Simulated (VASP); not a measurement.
Set up this calculation in VASP 6.6.1, as the native input.

```
Task                   : single point
Functional             : PBEsol
Potentials or basis    : VASP PAW PBE potentials, release 64 (Zr_sv, H)
Cutoff                 : 520 eV
k mesh                 : 10 × 10 × 10
Occupations            : fermi-dirac, width 0.1 eV
Spin                   : no spin polarisation
Dipole correction      : no
Further INCAR settings : ALGO = Normal; EDIFF = 1e-06; NBANDS = 14
```

The structure of ZrH2 lies in POSCAR:

```
ZrH2
1.0
    0.0000000000      2.4092300000      2.4092300000
    2.4092300000      0.0000000000      2.4092300000
    2.4092300000      2.4092300000      0.0000000000
Zr H
1 2
Direct
    0.0000000000      0.0000000000      0.0000000000
    0.7500000000      0.7500000000      0.7500000000
    0.2500000000      0.2500000000      0.2500000000
```

One way to write it, as run:

INCAR

```
PREC = Accurate ; ENCUT = 520
EDIFF = 1E-6 ; ISMEAR = -1
SIGMA = 0.1 ; LREAL = False
LASPH = True ; NELM = 60
ALGO = Normal ; ISIF = 2
LWAVE = False ; LCHARG = False
GGA = PS ; NBANDS = 14
```

KPOINTS

```
regular mesh
0
Gamma
  10 10 10
```

Potentials or basis: VASP PAW PBE potentials, release 64 (Zr_sv, H).

Run with:

```bash
$ cat potpaw_PBE.64/Zr_sv/POTCAR potpaw_PBE.64/H/POTCAR > POTCAR
$ mpirun -np 1 vasp_std > vasp.out
```

It gave:

```yaml
Pressure: -4.5 GPa
Band_gap_on_the_k_mesh: zero (band 7 reaches 8.72 eV, above the bottom of band 8 at 7.93 eV)
```

Caveat: the PAW data sets were made with another functional, which shifts forces and pressure a little.

Run time: 9.5 s on 1 thread of Intel(R) Xeon(R) 6975P-C (Granite Rapids) (shared host), peak memory 0.16 GiB.
